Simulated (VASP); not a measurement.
Write the native input for VASP 6.6.1 that does the following.

```yaml
Task: single point
Functional: PBE
Potentials_or_basis: VASP PAW PBE potentials, release 64 (Si, Zr_sv)
Cutoff: 520 eV
k_mesh: 1 × 1 × 1, shifted
Occupations: fermi-dirac, width 0.218 eV
Spin: no spin polarisation
Dipole_correction: no
Further_INCAR_settings: LREAL = Auto; ALGO = Normal; EDIFF = 1e-07; NBANDS = 54; ISYM = 0
```

The structure of ZrSi7 lies in POSCAR:

```
ZrSi7
1.0
    6.3834610000      0.2107420000      0.1575520000
    0.2107420000      6.5561630000     -0.0013120000
    0.1575520000     -0.0013120000      6.4400080000
Si Zr
14 2
Direct
    0.7843850403      0.3816271364      0.8281889189
    0.9226285526      0.3795507900      0.1642018142
    0.9566179722      0.7631426668      0.4034304256
    1.0193468847      0.0445241666      0.6737001375
    0.4353159063      0.7900631605      0.5070160893
    0.4933519991      0.3296268008      0.4809621162
    0.5096665392      0.1643358438      0.8046680417
    0.9327812205      0.3360791106      0.5202820228
    0.7194987748      0.7862908088      0.7220418271
    0.1716901682      0.6494209948      0.7318804435
    0.1766755744      0.0886936972      0.3828505766
    0.6664125862      0.5825065670      0.3202158464
    0.2710000313      0.3850592295      0.1007331980
    0.7377424214      1.0611182607      0.4257568303
    0.8550313538      0.9609256093      1.0906577809
    0.3349890557      0.8531448033      1.0462322609
```

One way to write it, as run:

INCAR

```
SYSTEM = ZrSi7
ALGO = Normal
EDIFF = 1E-7
ENCUT = 520
GGA = PE
ISIF = 2
ISMEAR = -1
ISYM = 0
LASPH = .TRUE.
LCHARG = .FALSE.
LREAL = Auto
LWAVE = .FALSE.
NBANDS = 54
NELM = 80
PREC = Accurate
SIGMA = 0.218
```

KPOINTS

```
Automatic mesh
0
Gamma
  1 1 1
  0.25 0.25 0.25
```

Potentials or basis: VASP PAW PBE potentials, release 64 (Si, Zr_sv).

Command:

```sh
$ cat potpaw_PBE.64/Si/POTCAR potpaw_PBE.64/Zr_sv/POTCAR > POTCAR
$ mpirun -np 1 vasp_std > vasp.out
```

It gave:

The pressure is 9.1 GPa, the largest force is 6.046 eV/Å and the band gap on the k mesh is 0.18 eV.

Caveat: the k points lie up to 0.99 Å⁻¹ apart.

Run time: 30 s on 1 thread of Intel(R) Xeon(R) Platinum 8488C (Sapphire Rapids), with other jobs on the host, peak memory 0.31 GiB.
